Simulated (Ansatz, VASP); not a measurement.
Two plane-wave programs on Pt

Contents of INCAR:

```
PREC = Accurate ; ENCUT = 520
EDIFF = 1E-6 ; ISMEAR = -1
SIGMA = 0.05 ; LREAL = F
LASPH = T ; NELM = 80
ALGO = Normal ; ISIF = 2
LWAVE = F ; LCHARG = T
GGA = PS ; LELF = T
LVHAR = T ; NBANDS = 17
```

The input KPOINTS:

```
Automatic mesh
0
Gamma
  9 9 5
```

Contents of POSCAR:

```
Pt
1.0
    2.7606656158      0.0000000000      0.0000000000
   -1.3803328079      2.3908065546      0.0000000000
    0.0000000000      0.0000000000      4.8400553400
Pt
2
Direct
    0.3333333333      0.6666666667      0.2500000000
    0.6666666667      0.3333333333      0.7500000000
```

Contents of input.yaml:

```yaml
crystal:
  lattice:
    - [2.7606656158, 0.0, 0.0]
    - [-1.3803328079, 2.3908065546, 0.0]
    - [0.0, 0.0, 4.84005534]
  atoms:
    - { symbol: Pt, position: [0.3333333333, 0.6666666667, 0.25] }
    - { symbol: Pt, position: [0.6666666667, 0.3333333333, 0.75] }
hamiltonian:
  xc: pbesol
  pseudopotentials: { kind: paw }
kpoints:
  mp_grid: { grid: [9, 9, 5] }
scf:
  occupations: { method: fermi_dirac, width: 0.05 }
output:
  forces: true
  stress: true
  eigenvalues: true
```

Alike in both runs: task single point; functional PBEsol; k mesh 9 × 9 × 5; occupations fermi-dirac, width 0.05 eV; no spin polarisation.

|  | VASP | Ansatz |
| --- | --- | --- |
| version | VASP 6.6.1 | Ansatz 0.2.0 |
| potentials or method | VASP PAW PBE potentials, release 64 (Pt) | Ansatz PAW |
| plane-wave cutoff (eV) | 520 | 420 |
| valence electrons in the cell | 20 | 36 |

Ansatz gave:

* gap on the k mesh at the Fermi level (eV): none
* pressure (GPa): -13.0
* traceless stress, the component that is largest in VASP (GPa): -0.83

**Question.** What did VASP give for the same quantities?

**Answer.** gap on the k mesh at the Fermi level (eV): none; pressure (GPa): -13.4; traceless stress, the component that is largest in VASP (GPa): -0.86.

VASP's potentials were made for PBE, not for PBEsol. A gap of «none» marks a metal or a gap that the smearing closes. VASP's potentials hold 20 valence electrons a cell and Ansatz's 36, so a difference there can come from the potentials and not from the codes.

Neither program's run includes spin-orbit coupling.
